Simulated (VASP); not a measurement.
# AlN (m.b) (P6_3mc) in VASP: a series of runs, part 2 of 2

VASP 6.6.1. Earlier steps stand in the parts before.

### Step 4. Relaxation of cell and atoms, PBE

File INCAR:

```
PREC = Accurate
ENCUT = 600
EDIFF = 1E-7
ISMEAR = 0
SIGMA = 0.02
LREAL = F
LASPH = T
NELM = 120
ALGO = Normal
ISIF = 3
LWAVE = F
LCHARG = F
GGA = PE
IBRION = 2
NSW = 100
EDIFFG = -0.002
GGA_COMPAT = F
NELMIN = 4
```

File KPOINTS:

```
regular mesh
0
Gamma
  9 9 6
```

File POSCAR:

```
AlN
1.0
    3.1100000000      0.0000000000      0.0000000000
   -1.5550000000      2.6933390000      0.0000000000
    0.0000000000      0.0000000000      4.9800000000
Al N
2 2
Direct
    0.3333333000      0.6666667000      0.0000000000
    0.6666667000      0.3333333000      0.5000000000
    0.3333333000      0.6666667000      0.3770000000
    0.6666667000      0.3333333000      0.8770000000
```

Potentials or basis: VASP PAW PBE potentials, release 64 (Al, N).

Run with:

```bash
$ cat potpaw_PBE.64/Al/POTCAR potpaw_PBE.64/N/POTCAR > POTCAR
$ mpirun -np 1 vasp_std > vasp.out
```

OUTCAR:

```text
PREC = Accurate
   ENCUT = 600
   EDIFF = 1E-7
   ISMEAR = 0
   LREAL = F
   LASPH = T
   NELM = 120
   ISIF = 3
   GGA = PE
   IBRION = 2
   NSW = 100
   EDIFFG = -0.002
   NELMIN = 4

 ion  position               nearest neighbor table
   1  0.333  0.667  0.000-   3 1.88   4 1.90   4 1.90   4 1.90   2 3.07   2 3.07   2 3.07   2 3.07
                             2 3.07   2 3.07
   2  0.667  0.333  0.500-   4 1.88   3 1.90   3 1.90   3 1.90   1 3.07   1 3.07   1 3.07   1 3.07
                             1 3.07   1 3.07
   3  0.333  0.667  0.377-   1 1.88   2 1.90   2 1.90   2 1.90
   4  0.667  0.333  0.877-   2 1.88   1 1.90   1 1.90   1 1.90

  LATTYP: Found a hexagonal cell.
 ALAT       =     3.1100000000
 C/A-ratio  =     1.6012861736

  Lattice vectors:

 A1 = (   3.1100000000,   0.0000000000,   0.0000000000)
 A2 = (  -1.5550000000,   2.6933390000,   0.0000000000)
 A3 = (   0.0000000000,   0.0000000000,   4.9800000000)

Analysis of symmetry for initial positions (statically):
=====================================================================
 Subroutine PRICEL returns:
 Original cell was already a primitive cell.

 Routine SETGRP: Setting up the symmetry group for a
 hexagonal supercell.

 Subroutine GETGRP returns: Found 12 space group operations
 (whereof  6 operations were pure point group operations)
 out of a pool of 24 trial point group operations.

The static configuration has the point symmetry C_3v.
 The point group associated with its full space group is C_6v.

Analysis of symmetry for dynamics (positions and initial velocities):
=====================================================================
 Subroutine PRICEL returns:
 Original cell was already a primitive cell.

 Routine SETGRP: Setting up the symmetry group for a
 hexagonal supercell.

 Subroutine GETGRP returns: Found 12 space group operations
 (whereof  6 operations were pure point group operations)
 out of a pool of 24 trial point group operations.

The dynamic configuration has the point symmetry C_3v.
 The point group associated with its full space group is C_6v.

 Subroutine INISYM returns: Found 12 space group operations
 (whereof  6 operations are pure point group operations),
 and found     1 'primitive' translations

----------------------------------------------------------------------------------------

                                     Primitive cell

  volume of cell :      41.7139

  direct lattice vectors                    reciprocal lattice vectors
     3.110000000  0.000000000  0.000000000     0.321543408  0.185643174  0.000000000
    -1.555000000  2.693339000  0.000000000     0.000000000  0.371286348  0.000000000
     0.000000000  0.000000000  4.980000000     0.000000000  0.000000000  0.200803213

  length of vectors
     3.110000000  3.109999995  4.980000000     0.371286347  0.371286348  0.200803213

  position of ions in fractional coordinates (direct lattice)
     0.333333300  0.666666700  0.000000000
     0.666666700  0.333333300  0.500000000
     0.333333300  0.666666700  0.377000000
     0.666666700  0.333333300  0.877000000

  ion indices of the primitive-cell ions
   primitive index   ion index
                 1           1
                 2           2
                 3           3
                 4           4

----------------------------------------------------------------------------------------

[... 59 lines left out ...]
 SYSTEM =  unknown system
   PREC   = accura    normal or accurate (medium, high low for compatibility)
   ISTART =      0    job   : 0-new  1-cont  2-samecut
   ICHARG =      2    charge: 1-file 2-atom 10-const
   ISPIN  =      1    spin polarized calculation?
   LNONCOLLINEAR =      F non collinear calculations
   LSORBIT =      F    spin-orbit coupling
   LASPH  =      T    aspherical Exc in radial PAW
   ENCUT  =  600.0 eV  44.10 Ry    6.64 a.u.   6.21  6.21  9.95*2*pi/ulx,y,z
   NELM   =    120;   NELMIN=  4; NELMDL= -5     # of ELM steps
   EDIFF  = 0.1E-06   stopping-criterion for ELM
   LREAL  =      F    real-space projection
   EDIFFG = -.2E-02   stopping-criterion for IOM
   NSW    =    100    number of steps for IOM
   IBRION =      2    ionic relax: 0-MD 1-quasi-New 2-CG
   NFREE  =      1    steps in history (QN), initial steepest desc. (CG)
   ISIF   =      3    stress and relaxation
   ISYM   =      2    0-nonsym 1-usesym 2-fastsym
   POTIM  = 0.5000    time-step for ionic-motion
   TEBEG  =    0.0;   TEEND  =   0.0 temperature during run
   PSTRESS=    0.0 pullay stress
   NELECT =      16.0000    total number of electrons
   NUPDOWN=      -1.0000    fix difference up-down
   EMIN   =  10.00;   EMAX   =-10.00  energy-range for DOS
   EFERMI =   0.00;   METHOD = LEGACY
   ISMEAR =     0;   SIGMA  =   0.02  broadening in eV -4-tet -1-fermi 0-gaus
   EFERMI_NEDOS =   21; number of points for ismear=-14 and -15
   IALGO  =     38    algorithm
   IMIX   =      4    mixing-type and parameters
     AMIX     =   0.40;   BMIX     =  1.00
     AMIX_MAG =   1.60;   BMIX_MAG =  1.00
  volume/ion in A,a.u.               =      10.43        70.37
  Fermi-wavevector in a.u.,A,eV,Ry     =   1.189473  2.247778 19.250148  1.414846
  Thomas-Fermi vector in A             =   2.325579
   LORBIT       =      0    0 simple, 1 ext, 2 COOP (PROOUT), +10 PAW based schemes
   GGA     = PE    functional components
   LHFCALC =     F    Hartree Fock is set to
   AEXX    =    0.0000 exact exchange contribution
   IVDW    =     0    specifies the selected vdW correction
   LEPSILON=     F    determine dielectric tensor
   LRPA    =     F    only Hartree local field effects (RPA)
 conjugate gradient relaxation of ions
 non-spin polarized calculation
 Gauss-broadening in eV      SIGMA  =   0.02
  energy-cutoff  :      600.00
  volume of cell :       41.71
 maximum number of plane-waves:      1412
 NGX is ok and might be reduce to    28
   NGX = 13   NGY = 13   NGZ = 19

--------------------------------------- Ionic step        1  -------------------------------------------

 number of electron      16.0000002 magnetization

 Free energy of the ion-electron system (eV)
  ---------------------------------------------------
  ext. energy  EPLUGINS =         0.00000000
  ---------------------------------------------------
  free energy    TOTEN  =       -29.76572171 eV

  energy without entropy =      -29.76572171  energy(sigma->0) =      -29.76572171

------------------------ aborting loop because EDIFF is reached ----------------------------------------

  FORCE on cell =-STRESS in cart. coord.  units (eV):
  Direction    XX          YY          ZZ          XY          YZ          ZX
  --------------------------------------------------------------------------------------
  -------------------------------------------------------------------------------------
  Total        0.7039861      0.7039861      1.6275794      0.0000000     -0.0000000      0.0000000
  in kB       27.0392034     27.0392032     62.5132414      0.0000000     -0.0000000      0.0000000
  external PRESSURE =      38.8638827 kB  Pullay stress =       0.0000000 kB
[... 253 lines left out ...]
--------------------------------------- Ionic step        8  -------------------------------------------

 number of electron      16.0000000 magnetization

 Free energy of the ion-electron system (eV)
  ---------------------------------------------------
  ext. energy  EPLUGINS =         0.00000000
  ---------------------------------------------------
  free energy    TOTEN  =       -29.78250678 eV

  energy without entropy =      -29.78250678  energy(sigma->0) =      -29.78250678

 E-fermi :   6.0827     XC(G=0): -10.8356

 val. band max:        5.9825086809   @ k =   0.0000   0.0000   0.0000
 cond. band min:      10.0429420486   @ k =   0.0000   0.0000   0.0000
 fundamental gap:      4.0604333677
 Fermi energy:         6.0827358740

 k-point     1 :       0.0000    0.0000    0.0000
  band No.  band energies     occupation
      1      -9.0969      2.00000
      2      -7.0087      2.00000
      3       0.0679      2.00000
      4       5.1370      2.00000
      5       5.1370      2.00000
      6       5.7799      2.00000
      7       5.7799      2.00000
      8       5.9825      2.00000
      9      10.0429      0.00000
     10      12.5087      0.00000
     11      16.4541      0.00000
     12      17.0243      0.00000
[... 331 lines left out ...]
 k-point    24 :       0.3333    0.3333    0.1667
  band No.  band energies     occupation
      1      -6.6489      2.00000
      2      -6.6489      2.00000
      3       1.3612      2.00000
      4       1.8474      2.00000
      5       1.8474      2.00000
      6       3.3358      2.00000
      7       4.1295      2.00000
      8       4.1295      2.00000
      9      11.4203      0.00000
     10      14.2128      0.00000
     11      14.9930      0.00000
     12      14.9930      0.00000

 [... further k-points ...]
[... 5 lines left out ...]
  --------------------------------------------------------------------------------------
  -------------------------------------------------------------------------------------
  Total       -0.0008381     -0.0008381      0.0011868      0.0000000      0.0000000      0.0000000
  in kB       -0.0315951     -0.0315951      0.0447416      0.0000000      0.0000000      0.0000000
  external PRESSURE =      -0.0061495 kB  Pullay stress =       0.0000000 kB
[... 19 lines left out ...]
  FREE ENERGIE OF THE ION-ELECTRON SYSTEM (eV)
  ---------------------------------------------------
  free  energy   TOTEN  =       -29.7825067817 eV

  energy  without entropy=      -29.7825067817  energy(sigma->0) =      -29.78250678

 reached required accuracy - stopping structural energy minimisation
```

OSZICAR:

```text
N       E                     dE             d eps       ncg     rms          rms(c)
DAV:   1     0.595566286804E+02    0.59557E+02   -0.83021E+03  1152   0.134E+03
DAV:   2    -0.299496236286E+02   -0.89506E+02   -0.82563E+02  1692   0.249E+02
DAV:   3    -0.344862055685E+02   -0.45366E+01   -0.45194E+01  1528   0.600E+01
DAV:   4    -0.345260245311E+02   -0.39819E-01   -0.39810E-01  1336   0.639E+00
[... 61 lines left out ...]
DAV:   1    -0.297825101197E+02   -0.18960E-04   -0.27126E-03  1152   0.484E-01    0.157E-02
DAV:   2    -0.297825079751E+02    0.21446E-05   -0.50807E-05  1424   0.627E-02    0.708E-03
DAV:   3    -0.297825069154E+02    0.10597E-05   -0.28714E-06  1284   0.162E-02    0.233E-03
DAV:   4    -0.297825068129E+02    0.10246E-06   -0.46242E-07  1192   0.629E-03    0.108E-03
DAV:   5    -0.297825067817E+02    0.31272E-07   -0.83671E-08   592   0.285E-03
   8 F= -.29782507E+02 E0= -.29782507E+02  d E =-.826838E-04
```

Wall time 1.7 min (1 thread of Intel Xeon Platinum 8259CL at 2.50GHz (Skylake/Cascade Lake), shared host); peak memory 0.19 GiB.

What came out:

| Property | Result |
| --- | --- |
| Free energy | -29.7825 eV |
| Relaxed volume | 10.62 Å³/atom |
| Relaxed cell | a = 3.128 Å, b = 3.128 Å, c = 5.015 Å, α = 90.00°, β = 90.00°, γ = 120.00° |
| Space group after relaxing (to 0.05 Å) | P6_3mc (No. 186) |
| Energy gained by relaxing | 4.2 meV/atom |
| Ionic steps | 8 |
| Pressure after relaxing | 0.0 GPa |
| Band gap on the k mesh | 4.06 eV, direct |

The path:
```
step  energy change (eV)  largest force (eV/Å)  pressure (GPa)  volume (Å³)
   1              0.0000                0.3292            3.89        41.71
   2             -0.0032                0.1974           -3.20        43.26
   3             -0.0163                0.0232            0.01        42.51
   4             -0.0163                0.0283            0.08        42.49
   5             -0.0167                0.0279           -0.07        42.52
   6             -0.0167                0.0278           -0.15        42.53
   7             -0.0168                0.0125            0.07        42.48
   8             -0.0168                0.0002            0.00        42.50
```

Final structure:
```xyz
4
Lattice="3.1281 0.0000 0.0000 -1.5640 2.7090 0.0000 0.0000 0.0000 5.0150" Properties=species:S:1:pos:R:3 pbc="T T T"
Al    0.0000    1.8060    5.0037
Al    1.5640    0.9030    2.4962
N     0.0000    1.8060    1.9020
N     1.5640    0.9030    4.4095
```

Levels at points of the mesh, in eV from the valence-band top:
| k point | band 5 | band 6 | band 7 | band 8 | band 9 | band 10 | band 11 | band 12 |
| --- | --- | --- | --- | --- | --- | --- | --- | --- |
| (0.00, 0.00, 0.00) | -0.85 | -0.20 | -0.20 | 0.00 | 4.06 | 6.53 | 10.47 | 11.04 |
| (0.00, 0.00, 0.50) | -0.53 | -0.53 | -0.53 | -0.53 | 6.33 | 6.33 | 10.18 | 10.18 |

A k mesh can miss the band edges. PBE gaps usually lie below the measured ones, often by a third to a half.

### Step 5. Summary

```tsv
task	cell	k mesh	smearing	gap on the mesh (eV)	pressure (GPa)
single point	a = 3.110, b = 3.110, c = 4.980 Å, angles 90.0, 90.0, 120.0°, 4 atoms	6 × 6 × 4	gaussian 0.1 eV	4.29	3.9
single point	a = 3.130, b = 3.130, c = 5.017 Å, angles 90.0, 90.0, 120.0°, 4 atoms	9 × 9 × 6	gaussian 0.02 eV	4.05	-0.3
relaxation of cell and atoms	relaxed from a = 3.110, b = 3.110, c = 4.980 Å, angles 90.0, 90.0, 120.0°, 4 atoms	9 × 9 × 6	gaussian 0.02 eV	4.06	0.0
```

Alike in all rows: level PBE; potentials or basis VASP PAW PBE potentials, release 64 (Al, N); no spin polarisation; cutoff (eV) 600.

Total energies depend on the potentials used, so only differences within one code and one set of settings carry meaning.
